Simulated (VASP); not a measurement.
A run of VASP 6.6.1 is set up as follows.

Contents of INCAR:

```
PREC = Accurate
ENCUT = 600
EDIFF = 1E-6
ISMEAR = 0
SIGMA = 0.1
LREAL = False
LASPH = True
NELM = 120
ALGO = Normal
ISIF = 2
LWAVE = False
LCHARG = False
GGA = CA
NBANDS = 11
GGA_COMPAT = False
```

Contents of KPOINTS:

```
regular mesh
0
Gamma
  6 6 6
```

Contents of POSCAR:

```
MgSe
1.0
    0.0000000000      2.7250000000      2.7250000000
    2.7250000000      0.0000000000      2.7250000000
    2.7250000000      2.7250000000      0.0000000000
Mg Se
1 1
Direct
    0.0000000000      0.0000000000      0.0000000000
    0.5000000000      0.5000000000      0.5000000000
```

Potentials or basis: VASP PAW LDA potentials, release 64 (Mg, Se).

Launch:

```bash
$ cat potpaw_LDA.64/Mg/POTCAR potpaw_LDA.64/Se/POTCAR > POTCAR
$ mpirun -np 1 vasp_std > vasp.out
```

**Question.** Estimate the band gap on the k mesh.

**Answer.** 1.65 eV, indirect (least direct gap 2.40 eV).

**Question.** What does it give for the pressure?

**Answer.** -2.4 GPa.

A k mesh can miss the band edges.
